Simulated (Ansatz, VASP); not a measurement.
# One calculation of KI, two programs

INCAR

```
PREC = Accurate
ENCUT = 520
EDIFF = 1E-7
ISMEAR = 0
SIGMA = 0.01
LREAL = F
LASPH = T
NELM = 80
ALGO = Normal
ISIF = 2
LWAVE = F
LCHARG = F
GGA = PE
NBANDS = 24
```

File KPOINTS:

```
regular mesh
0
Gamma
  6 6 4
```

Contents of POSCAR:

```
KI
1.0
    6.1514184668      0.0000000000      0.0000000000
   -3.0757092334      5.3272846615      0.0000000000
    0.0000000000      0.0000000000      7.1879824596
K I
2 2
Direct
    0.3333333333      0.6666666667     -0.0625007815
    0.6666666667      0.3333333333      0.4374992185
    0.3333333333      0.6666666667      0.4375007815
    0.6666666667      0.3333333333      0.9375007815
```

Input for Ansatz:

```yaml
crystal:
  lattice:
    - [6.1514184668, 0.0, 0.0]
    - [-3.0757092334, 5.3272846615, 0.0]
    - [0.0, 0.0, 7.1879824596]
  atoms:
    - { symbol: K, position: [0.3333333333, 0.6666666667, -0.0625007815] }
    - { symbol: K, position: [0.6666666667, 0.3333333333, 0.4374992185] }
    - { symbol: I, position: [0.3333333333, 0.6666666667, 0.4375007815] }
    - { symbol: I, position: [0.6666666667, 0.3333333333, 0.9375007815] }
kpoints:
  mp_grid: { grid: [6, 6, 4] }
hamiltonian:
  xc: pbe
scf:
  occupations: { method: fixed }
  n_extra_bands: 5
output:
  forces: true
  stress: true
  eigenvalues: true
```

Alike in both runs: task single point; functional PBE; k mesh 6 × 6 × 4; no spin polarisation.

|  | VASP | Ansatz |
| --- | --- | --- |
| version | VASP 6.6.1 | Ansatz 0.2.0 |
| potentials or method | VASP PAW PBE potentials, release 64 (K_sv, I) | plane waves, PAW |
| plane-wave cutoff (eV) | 520 | 420 |
| occupations | gaussian, width 0.01 eV | fixed |
| valence electrons in the cell | 32 | 52 |

Ansatz gave:

| Property | Result |
| --- | --- |
| gap on the k mesh at the Fermi level (eV) | 3.72 |
| pressure (GPa) | -0.2 |

Task: Estimate VASP's values.

Result: gap on the k mesh at the Fermi level (eV): 3.71; pressure (GPa): -0.2.

VASP's potentials hold 32 valence electrons a cell and Ansatz's 52, so a difference there can come from the potentials and not from the codes. Ansatz's warnings: structure snapped to symmetry.

Spin-orbit coupling is off throughout.
